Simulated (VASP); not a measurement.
Crystal: NaI.

```xyz
2
Lattice="0.0000 3.2187 3.2187 3.2187 0.0000 3.2187 3.2187 3.2187 0.0000" Properties=species:S:1:pos:R:3 pbc="T T T"
Na    0.0000    0.0000    0.0000
I     3.2187    3.2187    3.2187
```

```yaml
Program: VASP 6.6.1
Task: relaxation of cell and atoms
Functional: PBE
Dispersion: D3(BJ)
Potentials_or_basis: VASP PAW PBE potentials, release 64 (Na_pv, I)
Cutoff: 600 eV
k_mesh: 6 × 6 × 6
Occupations: gaussian, width 0.02 eV
Spin: no spin polarisation
```

At the start: pressure -0.6 GPa; volume 33.34 Å³/atom.

Question: How do energy, volume and symmetry change on relaxing?

Answer: Over 5 steps the energy falls by 2.3 meV/atom and the volume is 32.21 Å³/atom (-3.4 %); space group Fm-3m (No. 225, to 0.1 Å) before and after.

Step by step:
```
step  energy change (eV)  largest force (eV/Å)  pressure (GPa)  volume (Å³)
   1              0.0000                0.0000           -0.61        66.69
   2             -0.0036                0.0000           -0.27        65.48
   3             -0.0044                0.0000           -0.17        64.94
   4             -0.0045                0.0000            0.18        63.88
   5             -0.0047                0.0000           -0.03        64.42
```

Final structure:
```
Na I
1.0
     0.00000    3.18168    3.18168
     3.18168    0.00000    3.18168
     3.18168    3.18168    0.00000
Na I
1 1
Direct
  0.00000 0.00000 0.00000
  0.50000 0.50000 0.50000
```
